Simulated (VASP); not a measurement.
A run of VASP 6.6.1 is set up as follows.

INCAR

```
SYSTEM = Al4N5
ALGO     = Normal         ! electronic algorithm
DIPOL    = 0.5 0.5 0.368
EDIFF    = 1E-6           ! SCF threshold, eV
ENCUT    = 520            ! plane-wave cutoff, eV
GGA      = PE             ! functional
IDIPOL   = 3            
ISIF     = 2              ! what is computed and relaxed
ISMEAR   = 0              ! smearing method
ISPIN    = 2              ! spin polarisation
LASPH    = .True.         ! aspherical terms in the spheres
LCHARG   = .False.        ! write CHGCAR
LDIPOL   = .True.       
LORBIT   = 11             ! projections on sites
LREAL    = .False.        ! projectors in reciprocal space
LWAVE    = .False.        ! write WAVECAR
MAGMOM   = 0 0 0 0 3 0 0 0 0 ! initial moments
NBANDS   = 32             ! bands
NELM     = 150            ! most SCF steps
PREC     = Accurate       ! precision mode
SIGMA    = 0.05           ! smearing width, eV
```

The input KPOINTS:

```
k-points
0
Gamma
  9 9 1
  0 0 0
```

File POSCAR:

```
Al4N5
1.0
    3.1297683446      0.0000000000      0.0000000000
   -1.5648841723      2.7104588944      0.0000000000
    0.0000000000      0.0000000000     23.5622383296
N Al
5 4
Direct
    0.3333333333      0.6666666667      0.1697631585
    0.6666666667      0.3333333333      0.2762323142
    0.3333333333      0.6666666667      0.3850947236
    0.6666666667      0.3333333333      0.4903953008
    0.8333333333      1.0000000000      0.5750575264
    0.6666666667      0.3333333333      0.1949871942
    0.3333333333      0.6666666667      0.3014563499
    0.6666666667      0.3333333333      0.4056970604
    0.3333333333      0.6666666667      0.5119309193
```

Potentials or basis: VASP PAW PBE potentials, release 64 (N, Al).

Launch:

```console
$ cat potpaw_PBE.64/N/POTCAR potpaw_PBE.64/Al/POTCAR > POTCAR
$ mpirun -np 1 vasp_std > vasp.out
```

(1) Predict the net moment.

(2) Predict the site moments.

(3) What does it give for the largest force?

Answers

(1) 2.42 μB per cell.

(2) N +0.03, +0.00, +0.02, +0.18, +1.42; Al +0.00, +0.01, -0.01 (each value once) μB.

(3) 2.232 eV/Å.
